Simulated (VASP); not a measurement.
# Ga (P2_1/m) in VASP: further runs

The runs below take Ga through single point, with PBEsol.

Everything below comes from runs of VASP 6.6.1. Logs are shortened: lines on timing, memory, paths and dates and some standing lists are left out, and cuts for length are marked.

**1. The cell of the first run**

Symmetry: P2_1/m, No. 11, monoclinic system. Conventional cell: a = 2.778 Å, b = 3.282 Å, c = 4.210 Å, α = 90.00°, β = 108.61°, γ = 90.00°. Ga (site symmetry m) has 10 Ga at 2.72 to 3.28 Å within 3.6 Å.

**2. Single point, PBEsol (one atom moved)**

File INCAR:

```
  PREC = Accurate
  ENCUT = 520
  EDIFF = 1E-7
  ISMEAR = 0
  SIGMA = 0.1
  LREAL = False
  LASPH = True
  NELM = 80
  ALGO = Fast
  ISIF = 2
  LWAVE = False
  LCHARG = False
  GGA = PS
  NBANDS = 20
```

File KPOINTS:

```
regular mesh
0
Gamma
  16 12 10
```

File POSCAR:

```
Ga
1.0
    2.7784220849      0.0000000000      0.0000000000
    0.0000000000      3.2816087900      0.0000000000
   -1.3434310986      0.0000000000      3.9902731763
Ga
2
Direct
    0.8654037300      0.2500000000      0.2298331700
    0.1527725835      0.7500000000      0.8077582413
```

Potentials or basis: VASP PAW PBE potentials, release 64 (Ga_d).

Run with:

```bash
cat potpaw_PBE.64/Ga_d/POTCAR > POTCAR
mpirun -np 1 vasp_std > vasp.out
```

OUTCAR:

```text
PREC = Accurate
   ENCUT = 520
   EDIFF = 1E-7
   ISMEAR = 0
   LREAL = False
   LASPH = True
   NELM = 80
   ISIF = 2
   GGA = PS

 ion  position               nearest neighbor table
   1  0.865  0.250  0.230-   2 2.72   2 2.72   2 2.74   2 2.74   2 2.83   2 2.83
   2  0.153  0.750  0.808-   1 2.72   1 2.72   1 2.74   1 2.74   1 2.83   1 2.83

  LATTYP: Found a simple monoclinic cell.
 ALAT       =     2.7784220849
 B/A-ratio  =     1.1811052064
 C/A-ratio  =     1.5153762184
 COS(beta)  =    -0.3190778872

  Lattice vectors:

 A1 = (   2.7784220849,   0.0000000000,   0.0000000000)
 A2 = (   0.0000000000,   3.2816087900,   0.0000000000)
 A3 = (  -1.3434310986,   0.0000000000,   3.9902731763)

Analysis of symmetry for initial positions (statically):
=====================================================================
 Subroutine PRICEL returns:
 Original cell was already a primitive cell.

 Routine SETGRP: Setting up the symmetry group for a
 simple monoclinic supercell.

 Subroutine GETGRP returns: Found  4 space group operations
 (whereof  1 operations were pure point group operations)
 out of a pool of  4 trial point group operations.

The static configuration has the point symmetry C_1 .
 The point group associated with its full space group is C_2h.

Analysis of symmetry for dynamics (positions and initial velocities):
=====================================================================
 Subroutine PRICEL returns:
 Original cell was already a primitive cell.

 Routine SETGRP: Setting up the symmetry group for a
 simple monoclinic supercell.

 Subroutine GETGRP returns: Found  4 space group operations
 (whereof  1 operations were pure point group operations)
 out of a pool of  4 trial point group operations.

The dynamic configuration has the point symmetry C_1 .
 The point group associated with its full space group is C_2h.

 Subroutine INISYM returns: Found  4 space group operations
 (whereof  1 operations are pure point group operations),
 and found     1 'primitive' translations

----------------------------------------------------------------------------------------

                                     Primitive cell

  volume of cell :      36.3821

  direct lattice vectors                    reciprocal lattice vectors
     2.778422085  0.000000000  0.000000000     0.359916517  0.000000000  0.121175424
     0.000000000  3.281608790  0.000000000     0.000000000  0.304728584  0.000000000
    -1.343431099  0.000000000  3.990273176     0.000000000  0.000000000  0.250609408

  length of vectors
     2.778422085  3.281608790  4.210354752     0.379767538  0.304728584  0.250609408

  position of ions in fractional coordinates (direct lattice)
     0.865403730  0.250000000  0.229833170
     0.152772584  0.750000000  0.807758241

  ion indices of the primitive-cell ions
   primitive index   ion index
                 1           1
                 2           2

----------------------------------------------------------------------------------------

 KPOINTS: regular mesh

Automatic generation of k-mesh.
 Grid dimensions read from file:
 generate k-points for:   16   12   10

 Generating k-lattice:

  Cartesian coordinates                     Fractional coordinates (reciprocal lattice)
     0.022494782  0.000000000  0.007573464     0.062500000  0.000000000 -0.000000000
     0.000000000  0.025394049  0.000000000     0.000000000  0.083333333  0.000000000
     0.000000000  0.000000000  0.025060941     0.000000000  0.000000000  0.100000000

  Length of vectors
     0.023735471  0.025394049  0.025060941

  Shift w.r.t. Gamma in fractional coordinates (k-lattice)
     0.000000000  0.000000000  0.000000000

 Subroutine IBZKPT returns following result:
 ===========================================

 Found    574 irreducible k-points:

 Following reciprocal coordinates:
            Coordinates               Weight
  0.000000  0.000000  0.000000      1.000000
  0.062500  0.000000 -0.000000      2.000000
  0.125000  0.000000 -0.000000      2.000000
  0.187500  0.000000 -0.000000      2.000000
  0.250000  0.000000 -0.000000      2.000000
  0.312500  0.000000  0.000000      2.000000
[... 16 lines left out ...]
  0.250000  0.166667 -0.000000      4.000000
  0.312500  0.166667  0.000000      4.000000
 [... further k-points ...]
   k-points           NKPTS =    574   k-points in BZ     NKDIM =    574   number of bands    NBANDS=     20
   number of dos      NEDOS =    301   number of ions     NIONS =      2
   total plane-waves  NPLWV =  18432
   dimension x,y,z NGX =    24 NGY =   24 NGZ =   32
   dimension x,y,z NGXF=    48 NGYF=   48 NGZF=   64
   ions per type =               2
   NGX,Y,Z   is equivalent  to a cutoff of  14.36, 12.16, 12.64 a.u.
   NGXF,Y,Z  is equivalent  to a cutoff of  28.72, 24.32, 25.27 a.u.
 SYSTEM =  unknown system
   PREC   = accura    normal or accurate (medium, high low for compatibility)
   ISTART =      0    job   : 0-new  1-cont  2-samecut
   ICHARG =      2    charge: 1-file 2-atom 10-const
   ISPIN  =      1    spin polarized calculation?
   LNONCOLLINEAR =      F non collinear calculations
   LSORBIT =      F    spin-orbit coupling
   LASPH  =      T    aspherical Exc in radial PAW
   ENCUT  =  520.0 eV  38.22 Ry    6.18 a.u.   5.17  6.10  7.83*2*pi/ulx,y,z
   NELM   =     80;   NELMIN=  2; NELMDL= -5     # of ELM steps
   EDIFF  = 0.1E-06   stopping-criterion for ELM
   LREAL  =      F    real-space projection
   EDIFFG = 0.1E-05   stopping-criterion for IOM
   NSW    =      0    number of steps for IOM
   IBRION =     -1    ionic relax: 0-MD 1-quasi-New 2-CG
   NFREE  =      0    steps in history (QN), initial steepest desc. (CG)
   ISIF   =      2    stress and relaxation
   ISYM   =      2    0-nonsym 1-usesym 2-fastsym
   POTIM  = 0.5000    time-step for ionic-motion
   TEBEG  =    0.0;   TEEND  =   0.0 temperature during run
   PSTRESS=    0.0 pullay stress
   NELECT =      26.0000    total number of electrons
   NUPDOWN=      -1.0000    fix difference up-down
   EMIN   =  10.00;   EMAX   =-10.00  energy-range for DOS
   EFERMI =   0.00;   METHOD = LEGACY
   ISMEAR =     0;   SIGMA  =   0.10  broadening in eV -4-tet -1-fermi 0-gaus
   EFERMI_NEDOS =   21; number of points for ismear=-14 and -15
   IALGO  =     68    algorithm
   IMIX   =      4    mixing-type and parameters
     AMIX     =   0.40;   BMIX     =  1.00
     AMIX_MAG =   1.60;   BMIX_MAG =  1.00
  volume/ion in A,a.u.               =      18.19       122.76
  Fermi-wavevector in a.u.,A,eV,Ry     =   1.463648  2.765894 29.147302  2.142266
  Thomas-Fermi vector in A             =   2.579718
   LORBIT       =      0    0 simple, 1 ext, 2 COOP (PROOUT), +10 PAW based schemes
   GGA     = PS    functional components
   LHFCALC =     F    Hartree Fock is set to
   AEXX    =    0.0000 exact exchange contribution
   IVDW    =     0    specifies the selected vdW correction
   LEPSILON=     F    determine dielectric tensor
   LRPA    =     F    only Hartree local field effects (RPA)
 non-spin polarized calculation
 RMM-DIIS sequential band-by-band and
 Gauss-broadening in eV      SIGMA  =   0.10
  energy-cutoff  :      520.00
  volume of cell :       36.38
 maximum number of plane-waves:      1000
 NGX is ok and might be reduce to    24
   NGX = 11   NGY = 13   NGZ = 15

 number of electron      26.0000012 magnetization

 Free energy of the ion-electron system (eV)
  ---------------------------------------------------
  ext. energy  EPLUGINS =         0.00000000
  ---------------------------------------------------
  free energy    TOTEN  =        -6.62335471 eV

  energy without entropy =       -6.61961156  energy(sigma->0) =       -6.62148313

 E-fermi :   5.7192     XC(G=0): -11.2776

 val. band max:        5.7186690213   @ k =   0.3125   0.3333   0.3000
 cond. band min:       5.7223931403   @ k =   0.1875   0.1667   0.2000
 fundamental gap:      0.0037241190
 Fermi energy:         5.7191617597

 k-point     1 :       0.0000    0.0000    0.0000
  band No.  band energies     occupation
      1      -9.4904      2.00000
      2      -9.4326      2.00000
      3      -9.4123      2.00000
      4      -9.3444      2.00000
      5      -9.1665      2.00000
      6      -9.1602      2.00000
[... 12 lines left out ...]
     19      17.0120      0.00000
     20      18.3815      0.00000

 k-point     2 :       0.0625    0.0000   -0.0000
  band No.  band energies     occupation
      1      -9.4808      2.00000
      2      -9.4305      2.00000
      3      -9.4045      2.00000
      4      -9.3319      2.00000
      5      -9.1742      2.00000
      6      -9.1636      2.00000
[... 12 lines left out ...]
     19      17.3333      0.00000
     20      19.3171      0.00000

 k-point     3 :       0.1250    0.0000   -0.0000
  band No.  band energies     occupation
      1      -9.4571      2.00000
      2      -9.4250      2.00000
      3      -9.3795      2.00000
      4      -9.2977      2.00000
      5      -9.1958      2.00000
      6      -9.1728      2.00000
[... 12 lines left out ...]
     19      17.4774      0.00000
     20      20.3565      0.00000

 k-point     4 :       0.1875    0.0000   -0.0000
  band No.  band energies     occupation
      1      -9.4308      2.00000
      2      -9.4179      2.00000
      3      -9.3382      2.00000
      4      -9.2543      2.00000
      5      -9.2270      2.00000
      6      -9.1825      2.00000
[... 12 lines left out ...]
     19      17.5585      0.00000
     20      21.0309      0.00000

 k-point     5 :       0.2500    0.0000   -0.0000
  band No.  band energies     occupation
      1      -9.4121      2.00000
      2      -9.4092      2.00000
      3      -9.2966      2.00000
      4      -9.2630      2.00000
      5      -9.2418      2.00000
      6      -9.1683      2.00000
[... 12 lines left out ...]
     19      17.6600      0.00000
     20      20.6419      0.00000
[... 353 lines left out ...]
      6      -9.1967      2.00000
[... 12 lines left out ...]
     19      15.4967      0.00000
     20      20.8269      0.00000

 k-point    22 :       0.1875    0.1667   -0.0000
  band No.  band energies     occupation
      1      -9.4366      2.00000
      2      -9.3760      2.00000
      3      -9.3206      2.00000
      4      -9.2778      2.00000
      5      -9.2445      2.00000
      6      -9.1999      2.00000
[... 12 lines left out ...]
     19      16.2942      0.00000
     20      18.9621      0.00000

 k-point    23 :       0.2500    0.1667   -0.0000
  band No.  band energies     occupation
      1      -9.4254      2.00000
      2      -9.3545      2.00000
      3      -9.3169      2.00000
      4      -9.2932      2.00000
      5      -9.2241      2.00000
      6      -9.1770      2.00000
[... 12 lines left out ...]
     19      16.8149      0.00000
     20      17.5051      0.00000

 k-point    24 :       0.3125    0.1667    0.0000
  band No.  band energies     occupation
      1      -9.4292      2.00000
      2      -9.3474      2.00000
      3      -9.3332      2.00000
      4      -9.2917      2.00000
      5      -9.2336      2.00000
      6      -9.1457      2.00000
[... 12 lines left out ...]
     19      16.2273      0.00000
     20      17.7435      0.00000

 [... further k-points ...]

------------------------ aborting loop because EDIFF is reached ----------------------------------------

  FORCE on cell =-STRESS in cart. coord.  units (eV):
  Direction    XX          YY          ZZ          XY          YZ          ZX
  --------------------------------------------------------------------------------------
  -------------------------------------------------------------------------------------
  Total        0.1915523      0.1944158     -0.1504753      0.0000000      0.0000000     -0.0829751
  in kB        8.4354908      8.5615903     -6.6265593      0.0000000      0.0000000     -3.6540198
  external PRESSURE =       3.4568406 kB  Pullay stress =       0.0000000 kB

 VOLUME and BASIS-vectors are now :
 -----------------------------------------------------------------------------
  energy-cutoff  :      520.00
  volume of cell :       36.38
      direct lattice vectors                 reciprocal lattice vectors
     2.778422085  0.000000000  0.000000000     0.359916517  0.000000000  0.121175424
     0.000000000  3.281608790  0.000000000     0.000000000  0.304728584  0.000000000
    -1.343431099  0.000000000  3.990273176     0.000000000  0.000000000  0.250609408

 POSITION                                       TOTAL-FORCE (eV/Angst)
 -----------------------------------------------------------------------------------
      2.09569      0.82040      0.91710        -0.014759     -0.000000      0.705089
     -0.66070      2.46121      3.22318         0.014759      0.000000     -0.705089
 -----------------------------------------------------------------------------------
    total drift:                                0.000075     -0.000000      0.000241

  FREE ENERGIE OF THE ION-ELECTRON SYSTEM (eV)
  ---------------------------------------------------
  free  energy   TOTEN  =        -6.6233547139 eV

  energy  without entropy=       -6.6196115557  energy(sigma->0) =       -6.62148313
```

It took 2 min on 1 thread of Intel Xeon 6975P-C (Granite Rapids), shared host; peak memory 0.41 GiB.

Results:

```
Free energy            : -6.6234 eV
Pressure               : 0.3 GPa
Largest force          : 0.705 eV/Å
Band gap on the k mesh : zero (bands 13 and 14 overlap by 7.85 eV)
```

Forces on the atoms (eV/Å):
```
Ga  -0.015  0.000  0.705
Ga   0.015  0.000 -0.705
```

Levels at points of the mesh, in eV from the Fermi level:
```csv
k point,band 11,band 12,band 13,band 14,band 15,band 16
"(0.00, 0.00, 0.00)",-11.54,-1.94,-1.50,1.67,5.43,8.62
"(0.50, 0.00, 0.00)",-6.28,-5.58,-1.47,0.42,6.26,6.89
"(0.00, 0.50, 0.00)",-7.95,-7.95,1.50,1.50,3.00,3.00
"(0.50, 0.50, 0.00)",-2.93,-2.93,-1.97,-1.97,2.32,2.32
"(0.00, 0.00, 0.50)",-9.90,-8.07,3.44,5.60,6.04,6.35
"(0.50, 0.00, 0.50)",-6.16,-5.58,-1.66,0.19,6.38,7.15
"(0.00, 0.50, 0.50)",-6.35,-6.35,-4.13,-4.13,10.60,10.60
"(0.50, 0.50, 0.50)",-2.83,-2.83,-1.97,-1.97,2.10,2.10
```

Caveat: the cell differs from its parent crystal (one atom moved); the PAW data sets were made with another functional, which shifts forces and pressure a little.

**3. Single point, PBEsol (one atom moved)**

File INCAR:

```
SYSTEM = Ga
  PREC = Accurate
  ENCUT = 520
  EDIFF = 1E-6
  ISMEAR = 0
  SIGMA = 0.1
  LREAL = .FALSE.
  LASPH = .TRUE.
  NELM = 60
  ALGO = Fast
  ISIF = 2
  LWAVE = .FALSE.
  LCHARG = .FALSE.
  GGA = PS
  NBANDS = 20
```

File KPOINTS:

```
Automatic mesh
0
G
  16 12 10
  0 0 0
```

Edit POSCAR of step 2 so:

```diff
@@ -9,2 +9,2 @@
     0.8654037300      0.2500000000      0.2298331700
-    0.1527725835      0.7500000000      0.8077582413
+    0.1455020581      0.7500000000      0.7927216768
```

Potentials or basis: VASP PAW PBE potentials, release 64 (Ga_d).

Run with:

```bash
cat potpaw_PBE.64/Ga_d/POTCAR > POTCAR
mpirun -np 1 vasp_std > vasp.out
```

Run time: 1.7 min. Hardware: 1 thread of Intel Xeon 6975P-C (Granite Rapids), shared host; peak memory 0.41 GiB.

The run converged. Its results:

- Free energy: -6.6581 eV
- Pressure: -0.1 GPa
- Largest force: 0.455 eV/Å
- Band gap on the k mesh: zero (bands 13 and 14 overlap by 8.17 eV)

Forces in eV/Å, atoms in the order of the input:
```
Ga  -0.011  0.000  0.455
Ga   0.011  0.000 -0.455
```

Stress tensor (GPa, compression positive):
```
-0.19  0.00 -0.38
 0.00  0.29  0.00
-0.38  0.00 -0.52
```

Levels at points of the mesh, in eV from the Fermi level:
| k point | band 10 | band 11 | band 12 | band 13 | band 14 | band 15 | band 16 | band 17 |
| --- | --- | --- | --- | --- | --- | --- | --- | --- |
| (0.00, 0.00, 0.00) | -14.65 | -11.51 | -2.04 | -1.51 | 1.71 | 5.48 | 8.81 | 10.59 |
| (0.50, 0.00, 0.00) | -14.68 | -6.29 | -5.49 | -1.49 | 0.30 | 6.21 | 6.73 | 8.42 |
| (0.00, 0.50, 0.00) | -14.70 | -7.92 | -7.92 | 1.57 | 1.57 | 2.83 | 2.83 | 11.40 |
| (0.50, 0.50, 0.00) | -14.67 | -2.94 | -2.94 | -1.90 | -1.90 | 2.23 | 2.23 | 4.46 |
| (0.00, 0.00, 0.50) | -14.70 | -9.73 | -8.27 | 3.65 | 5.36 | 6.06 | 6.34 | 7.05 |
| (0.50, 0.00, 0.50) | -14.68 | -6.17 | -5.49 | -1.67 | 0.06 | 6.33 | 7.00 | 8.34 |
| (0.00, 0.50, 0.50) | -14.76 | -6.24 | -6.24 | -4.27 | -4.27 | 10.63 | 10.63 | 12.10 |
| (0.50, 0.50, 0.50) | -14.67 | -2.84 | -2.84 | -1.90 | -1.90 | 2.01 | 2.01 | 4.29 |

Caveat: the cell differs from its parent crystal (one atom moved); the PAW data sets were made with another functional, which shifts forces and pressure a little.
